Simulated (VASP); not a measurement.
Here is a VASP 6.6.1 calculation.

Contents of INCAR:

```
SYSTEM = Ge
PREC = Accurate
ENCUT = 520
EDIFF = 1E-6
ISMEAR = -1
SIGMA = 0.02
LREAL = .FALSE.
LASPH = .TRUE.
NELM = 150
ALGO = Normal
ISIF = 2
LWAVE = .FALSE.
LCHARG = .TRUE.
LNONCOLLINEAR = .TRUE.
MAGMOM = 0 0 0 0 0 0
LORBIT = 11
LSORBIT = .TRUE.
GGA_COMPAT = .FALSE.
LORBMOM = .TRUE.
GGA = PE
LVHAR = .TRUE.
NBANDS = 40
```

The input KPOINTS:

```
Automatic mesh
0
G
  8 8 8
  0 0 0
```

The input POSCAR:

```
Ge
1.0
    0.0000000000      2.8368735119      2.8368735119
    2.8368735119      0.0000000000      2.8368735119
    2.8368735119      2.8368735119      0.0000000000
Ge
2
Direct
    0.0000000000      0.0000000000      0.0000000000
    0.2500000000      0.2500000000      0.2500000000
```

Potentials or basis: VASP PAW PBE potentials, release 64 (Ge_d).

Launch:

```bash
$ cat potpaw_PBE.64/Ge_d/POTCAR > POTCAR
$ mpirun -np 1 vasp_ncl > vasp.out
```

Problem. Predict the pressure.

Solution. 3.0 GPa.

Problem. What does it give for the net moment?

Solution. 0.00 μB per cell.

Moments on the atoms (μB; x, y, z):
```
Ge  0.00 0.00 0.00
Ge  0.00 0.00 0.00
```
